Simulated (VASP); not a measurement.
**Zn: relaxation of cell and atoms with LDA**

The system is Zn.

```
Zn
1.0
     2.61436    0.00000    0.00000
    -1.30718    2.26410    0.00000
     0.00000    0.00000    4.87316
Zn
2
Direct
  0.33333 0.66667 0.25000
  0.66667 0.33333 0.75000
```

| Property | Result |
| --- | --- |
| Program | VASP 6.6.1 |
| Task | relaxation of cell and atoms |
| Functional | LDA |
| Potentials or basis | VASP PAW LDA potentials, release 64 (Zn) |
| Cutoff | 500 eV |
| k mesh | 18 × 18 × 10 |
| Occupations | gaussian, width 0.1 eV |
| Spin | no spin polarisation |
| Dipole correction | no |
| Further INCAR settings | ALGO = Normal; EDIFF = 1e-07; IBRION = 2; EDIFFG = -0.005; NSW = 100; ISIF = 3 |

| Property | Result |
| --- | --- |
| Relaxed volume | 13.77 Å³/atom |
| Relaxed cell | a = 2.558 Å, b = 2.558 Å, c = 4.858 Å, α = 90.00°, β = 90.00°, γ = 120.00° |
| Space group after relaxing (to 0.05 Å) | P6_3/mmc (No. 194) |
| Energy gained by relaxing | 12.7 meV/atom |
| Ionic steps | 8 |
| Pressure after relaxing | 0.0 GPa |
| Band gap on the k mesh | zero (band 12 reaches 5.41 eV, above the bottom of band 13 at 0.35 eV) |

The path:
```
step  energy change (eV)  largest force (eV/Å)  pressure (GPa)  volume (Å³)
   1              0.0000                0.0000           -4.81        28.85
   2             -0.0232                0.0000            1.69        27.07
   3             -0.0252                0.0000            0.15        27.44
   4             -0.0252                0.0000            0.00        27.47
   5             -0.0254                0.0000            0.02        27.50
   6             -0.0254                0.0000           -0.08        27.55
   7             -0.0255                0.0000           -0.08        27.54
   8             -0.0255                0.0000           -0.04        27.54
```

Final structure:
```
Zn
1.0
     2.55834    0.00000    0.00000
    -1.27917    2.21559    0.00000
     0.00000    0.00000    4.85804
Zn
2
Direct
  0.33333 0.66667 0.25000
  0.66667 0.33333 0.75000
```

Levels at points of the mesh, in eV from the Fermi level:
| k point | band 8 | band 9 | band 10 | band 11 | band 12 | band 13 | band 14 | band 15 | band 16 |
| --- | --- | --- | --- | --- | --- | --- | --- | --- | --- |
| (0.00, 0.00, 0.00) | -7.54 | -7.54 | -7.31 | -7.31 | -4.21 | -3.26 | 13.68 | 17.74 | 19.16 |
| (0.50, 0.00, 0.00) | -7.34 | -7.08 | -7.06 | -3.05 | -2.11 | 2.71 | 3.67 | 4.54 | 6.01 |
| (0.00, 0.00, 0.50) | -8.02 | -7.41 | -7.41 | -7.41 | -7.41 | 4.47 | 4.47 | 20.52 | 20.52 |
| (0.50, 0.00, 0.50) | -7.36 | -7.07 | -7.07 | -2.11 | -2.11 | 0.43 | 0.43 | 10.45 | 10.45 |

Wall time 7.8 min on 1 thread of Intel Xeon 8259CL, on a shared host, peak memory 0.2 GiB.
